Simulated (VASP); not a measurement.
# Ni (Im-3m) in VASP: density of states with PBE

Aim: the density of states of Ni with PBE.

Program: VASP 6.6.1. These are calculated values, not measurements. Logs are shortened: lines on timing, memory, paths and dates and some standing lists are left out, and cuts for length are marked.

**1. The cell of the first run**

Symmetry: Im-3m, No. 229, cubic system. Conventional cell: a = 2.801 Å, b = 2.801 Å, c = 2.801 Å, α = 90.00°, β = 90.00°, γ = 90.00°. Within 3.2 Å of Ni (site symmetry m-3m) lie 14 Ni at 2.43 to 2.80 Å.

**2. Density of states, PBE, collinear spin, ferromagnetic start**

The input, POSCAR:

```
Ni
1.0
   -1.4006336540      1.4006336540      1.4006336540
    1.4006336540     -1.4006336540      1.4006336540
    1.4006336540      1.4006336540     -1.4006336540
Ni
1
Direct
    0.0000000000      0.0000000000      0.0000000000
```

The input, INCAR.step1:

```
SYSTEM = Ni
PREC = Accurate ; ENCUT = 520
EDIFF = 1E-6 ; ISMEAR = 0
SIGMA = 0.05 ; LREAL = .False.
LASPH = .True. ; NELM = 150
ALGO = Fast ; ISIF = 2
LWAVE = .False. ; LCHARG = .True.
ISPIN = 2 ; MAGMOM = 0.68
LMAXMIX = 4 ; GGA = PE
NBANDS = 15
```

The input, KPOINTS.step1:

```
Automatic mesh
0
Gamma
  20 20 20
  0 0 0
```

The input, INCAR.step2:

```
SYSTEM = Ni
PREC = Accurate ; ENCUT = 520
EDIFF = 1E-6 ; ISMEAR = -5
SIGMA = 0.05 ; LREAL = .False.
LASPH = .True. ; NELM = 150
ALGO = Fast ; ISIF = 2
LWAVE = .False. ; LCHARG = .False.
ISPIN = 2 ; MAGMOM = 0.68
LORBIT = 11 ; LMAXMIX = 4
GGA = PE ; NBANDS = 15
NEDOS = 2001 ; ICHARG = 11
```

The input, KPOINTS.step2:

```
Automatic mesh
0
Gamma
  30 30 30
  0 0 0
```

Potentials or basis: VASP PAW PBE potentials, release 64 (Ni).

Run with:

```
cat potpaw_PBE.64/Ni/POTCAR > POTCAR
cp INCAR.step1 INCAR
cp KPOINTS.step1 KPOINTS
mpirun -np 1 vasp_std > vasp.out
cp INCAR.step2 INCAR
cp KPOINTS.step2 KPOINTS
mpirun -np 1 vasp_std > vasp.out
```

OUTCAR:

```text
SYSTEM = Ni
   PREC = Accurate
   ENCUT = 520
   EDIFF = 1E-6
   ISMEAR = -5
   LREAL = .False.
   LASPH = .True.
   NELM = 150
   ISIF = 2
   ISPIN = 2
   LORBIT = 11
   GGA = PE
   ICHARG = 11

 ion  position               nearest neighbor table
   1  0.000  0.000  0.000-

  LATTYP: Found a body centered cubic cell.
 ALAT       =     2.8012673080

  Lattice vectors:

 A1 = (  -1.4006336540,   1.4006336540,   1.4006336540)
 A2 = (   1.4006336540,  -1.4006336540,   1.4006336540)
 A3 = (   1.4006336540,   1.4006336540,  -1.4006336540)

Analysis of symmetry for initial positions (statically):
=====================================================================
 Subroutine PRICEL returns:
 Original cell was already a primitive cell.

 Routine SETGRP: Setting up the symmetry group for a
 body centered cubic supercell.

 Subroutine GETGRP returns: Found 48 space group operations
 (whereof 48 operations were pure point group operations)
 out of a pool of 48 trial point group operations.

The static configuration has the point symmetry O_h .

Analysis of symmetry for dynamics (positions and initial velocities):
=====================================================================
 Subroutine PRICEL returns:
 Original cell was already a primitive cell.

 Routine SETGRP: Setting up the symmetry group for a
 body centered cubic supercell.

 Subroutine GETGRP returns: Found 48 space group operations
 (whereof 48 operations were pure point group operations)
 out of a pool of 48 trial point group operations.

The dynamic configuration has the point symmetry O_h .

Analysis of structural, dynamic, and magnetic symmetry:
=====================================================================
 Subroutine PRICEL returns:
 Original cell was already a primitive cell.

 Routine SETGRP: Setting up the symmetry group for a
 body centered cubic supercell.

 Subroutine GETGRP returns: Found 48 space group operations
 (whereof 48 operations were pure point group operations)
 out of a pool of 48 trial point group operations.

The overall configuration has the point symmetry O_h .

 Subroutine INISYM returns: Found 48 space group operations
 (whereof 48 operations are pure point group operations),
 and found     1 'primitive' translations

----------------------------------------------------------------------------------------

                                     Primitive cell

  volume of cell :      10.9909

  direct lattice vectors                    reciprocal lattice vectors
    -1.400633654  1.400633654  1.400633654     0.000000000  0.356981284  0.356981284
     1.400633654 -1.400633654  1.400633654     0.356981284  0.000000000  0.356981284
     1.400633654  1.400633654 -1.400633654     0.356981284  0.356981284  0.000000000

  length of vectors
     2.425968652  2.425968652  2.425968652     0.504847773  0.504847773  0.504847773

  position of ions in fractional coordinates (direct lattice)
     0.000000000  0.000000000  0.000000000

  ion indices of the primitive-cell ions
   primitive index   ion index
                 1           1

----------------------------------------------------------------------------------------

 KPOINTS: Automatic mesh

Automatic generation of k-mesh.
 Grid dimensions read from file:
 generate k-points for:   30   30   30

 Generating k-lattice:

  Cartesian coordinates                     Fractional coordinates (reciprocal lattice)
     0.000000000  0.011899376  0.011899376     0.033333333  0.000000000  0.000000000
     0.011899376  0.000000000  0.011899376     0.000000000  0.033333333  0.000000000
     0.011899376  0.011899376  0.000000000     0.000000000  0.000000000  0.033333333

  Length of vectors
     0.016828259  0.016828259  0.016828259

  Shift w.r.t. Gamma in fractional coordinates (k-lattice)
     0.000000000  0.000000000  0.000000000

 TETIRR: Found  32549 inequivalent tetrahedra from   162000

 Subroutine IBZKPT returns following result:
 ===========================================

 Found    752 irreducible k-points:

 Following reciprocal coordinates:
            Coordinates               Weight
  0.000000  0.000000  0.000000      1.000000
  0.033333  0.000000  0.000000     12.000000
  0.066667  0.000000  0.000000     12.000000
  0.100000  0.000000  0.000000     12.000000
  0.133333  0.000000  0.000000     12.000000
  0.166667  0.000000  0.000000     12.000000
[... 16 lines left out ...]
  0.233333  0.033333  0.000000     48.000000
  0.266667  0.033333  0.000000     48.000000
 [... further k-points ...]
   k-points           NKPTS =    752   k-points in BZ     NKDIM =    752   number of bands    NBANDS=     15
   number of dos      NEDOS =   2001   number of ions     NIONS =      1
   total plane-waves  NPLWV =   5832
   dimension x,y,z NGX =    18 NGY =   18 NGZ =   18
   dimension x,y,z NGXF=    36 NGYF=   36 NGZF=   36
   ions per type =               1
   NGX,Y,Z   is equivalent  to a cutoff of  12.33, 12.33, 12.33 a.u.
   NGXF,Y,Z  is equivalent  to a cutoff of  24.67, 24.67, 24.67 a.u.
 SYSTEM =  Ni
   PREC   = accura    normal or accurate (medium, high low for compatibility)
   ISTART =      0    job   : 0-new  1-cont  2-samecut
   ICHARG =     11    charge: 1-file 2-atom 10-const
   ISPIN  =      2    spin polarized calculation?
   LNONCOLLINEAR =      F non collinear calculations
   LSORBIT =      F    spin-orbit coupling
   LASPH  =      T    aspherical Exc in radial PAW
   ENCUT  =  520.0 eV  38.22 Ry    6.18 a.u.   4.51  4.51  4.51*2*pi/ulx,y,z
   NELM   =    150;   NELMIN=  2; NELMDL=  0     # of ELM steps
   EDIFF  = 0.1E-05   stopping-criterion for ELM
   LREAL  =      F    real-space projection
   EDIFFG = 0.1E-04   stopping-criterion for IOM
   NSW    =      0    number of steps for IOM
   IBRION =     -1    ionic relax: 0-MD 1-quasi-New 2-CG
   NFREE  =      0    steps in history (QN), initial steepest desc. (CG)
   ISIF   =      2    stress and relaxation
   ISYM   =      2    0-nonsym 1-usesym 2-fastsym
   POTIM  = 0.5000    time-step for ionic-motion
   TEBEG  =    0.0;   TEEND  =   0.0 temperature during run
   PSTRESS=    0.0 pullay stress
   NELECT =      10.0000    total number of electrons
   NUPDOWN=      -1.0000    fix difference up-down
   EMIN   =  10.00;   EMAX   =-10.00  energy-range for DOS
   EFERMI =   0.00;   METHOD = LEGACY
   ISMEAR =    -5;   SIGMA  =   0.05  broadening in eV -4-tet -1-fermi 0-gaus
   EFERMI_NEDOS =   21; number of points for ismear=-14 and -15
   IALGO  =     68    algorithm
   IMIX   =      4    mixing-type and parameters
     AMIX     =   0.40;   BMIX     =  1.00
     AMIX_MAG =   1.60;   BMIX_MAG =  1.00
  volume/ion in A,a.u.               =      10.99        74.17
  Fermi-wavevector in a.u.,A,eV,Ry     =   1.586342  2.997753 34.238821  2.516482
  Thomas-Fermi vector in A             =   2.685668
   LORBIT       =     11    0 simple, 1 ext, 2 COOP (PROOUT), +10 PAW based schemes
   GGA     = PE    functional components
   LHFCALC =     F    Hartree Fock is set to
   AEXX    =    0.0000 exact exchange contribution
   IVDW    =     0    specifies the selected vdW correction
   LEPSILON=     F    determine dielectric tensor
   LRPA    =     F    only Hartree local field effects (RPA)
 spin polarized calculation
 RMM-DIIS sequential band-by-band and
 Fermi weights with tetrahedron method with Bloechl corrections
  energy-cutoff  :      520.00
  volume of cell :       10.99
 maximum number of plane-waves:       321

 number of electron       9.9999984 magnetization       0.5788818

 Free energy of the ion-electron system (eV)
  ---------------------------------------------------
  ext. energy  EPLUGINS =         0.00000000
  ---------------------------------------------------
  free energy    TOTEN  =        -5.37664364 eV

  energy without entropy =       -5.37664364  energy(sigma->0) =       -5.37664364

 E-fermi :   9.1067     XC(G=0): -13.1903

 val. band max:        9.1126850267   @ k =  -0.4000   0.5000   0.3000
 cond. band min:       9.0237649422   @ k =  -0.4333   0.4333   0.0333
 fundamental gap:     -0.0889200845
 Fermi energy:         9.1067187354

 spin component 1

 k-point     1 :       0.0000    0.0000    0.0000
  band No.  band energies     occupation
      1       0.2892      1.00000
      2       6.8220      1.00000
      3       6.8220      1.00000
      4       6.8220      1.00000
      5       8.2390      1.00000
      6       8.2390      1.00000
      7      35.4599      0.00000
      8      35.4599      0.00000
      9      35.4599      0.00000
     10      40.2904      0.00000
     11      40.2904      0.00000
     12      41.1704      0.00000
     13      41.1704      0.00000
     14      41.1704      0.00000
     15      41.9999      0.00000
[... 397 lines left out ...]
 k-point    24 :       0.2667    0.0333    0.0000
  band No.  band energies     occupation
      1       3.1930      1.00000
      2       6.2703      1.00000
      3       6.7772      1.00000
      4       8.0176      1.00000
      5       8.0949      1.00000
      6       8.3213      1.00000
      7      23.0237      0.00000
      8      29.9829      0.00000
      9      31.5942      0.00000
     10      33.8333      0.00000
     11      36.8168      0.00000
     12      41.3216      0.00000
     13      44.7666      0.00000
     14      49.8916      0.00000
     15      53.5187      0.00000

 [... further k-points ...]

 spin component 2

 k-point     1 :       0.0000    0.0000    0.0000
  band No.  band energies     occupation
      1       0.2776      1.00000
      2       7.5365      1.00000
      3       7.5365      1.00000
      4       7.5365      1.00000
      5       8.7239      1.00000
      6       8.7239      1.00000
      7      35.3577      0.00000
      8      35.3577      0.00000
      9      35.3577      0.00000
     10      40.2132      0.00000
     11      40.2132      0.00000
     12      41.3573      0.00000
     13      41.3573      0.00000
     14      41.3573      0.00000
     15      42.1660      0.00000
[... 397 lines left out ...]
 k-point    24 :       0.2667    0.0333    0.0000
  band No.  band energies     occupation
      1       3.2357      1.00000
      2       6.9432      1.00000
      3       7.3041      1.00000
      4       8.5679      1.00000
      5       8.8116      1.00000
      6       8.8580      1.01903
      7      23.1661      0.00000
      8      29.9558      0.00000
      9      31.7298      0.00000
     10      33.9036      0.00000
     11      36.8958      0.00000
     12      41.3312      0.00000
     13      44.7945      0.00000
     14      49.9251      0.00000
     15      53.6781      0.00000

 [... further k-points ...]
[... 5 lines left out ...]
  --------------------------------------------------------------------------------------
  -------------------------------------------------------------------------------------
  Total        0.0821612      0.0821612      0.0821612     -0.0000000      0.0000000      0.0000000
  in kB       11.9768795     11.9768795     11.9768795     -0.0000000      0.0000000      0.0000000
  external PRESSURE =      11.9768795 kB  Pullay stress =       0.0000000 kB

 VOLUME and BASIS-vectors are now :
 -----------------------------------------------------------------------------
  energy-cutoff  :      520.00
  volume of cell :       10.99
      direct lattice vectors                 reciprocal lattice vectors
    -1.400633654  1.400633654  1.400633654     0.000000000  0.356981284  0.356981284
     1.400633654 -1.400633654  1.400633654     0.356981284  0.000000000  0.356981284
     1.400633654  1.400633654 -1.400633654     0.356981284  0.356981284  0.000000000

 POSITION                                       TOTAL-FORCE (eV/Angst)
 -----------------------------------------------------------------------------------
      0.00000      0.00000      0.00000        -0.000000      0.000000      0.000000
 -----------------------------------------------------------------------------------
    total drift:                                0.000000      0.000000      0.000000

  FREE ENERGIE OF THE ION-ELECTRON SYSTEM (eV)
  ---------------------------------------------------
  free  energy   TOTEN  =        -5.3766436388 eV

  energy  without entropy=       -5.3766436388  energy(sigma->0) =       -5.37664364

 total charge

# of ion       s       p       d       tot
------------------------------------------
    1        0.487   0.479   8.332   9.297

 magnetization (x)

# of ion       s       p       d       tot
------------------------------------------
    1       -0.005  -0.018   0.587   0.565
```

It took 2 min on 1 thread of Intel Xeon 6975P-C (Granite Rapids), shared host; peak memory 0.44 GiB.

What came out:

| Property | Result |
| --- | --- |
| Net moment | 0.58 μB per cell |
| Site moments | Ni +0.56 μB |
| Valence electrons inside the program's atomic spheres | Ni 9.30 |

Caveat: tetrahedron occupations give inexact forces and stress in metals.
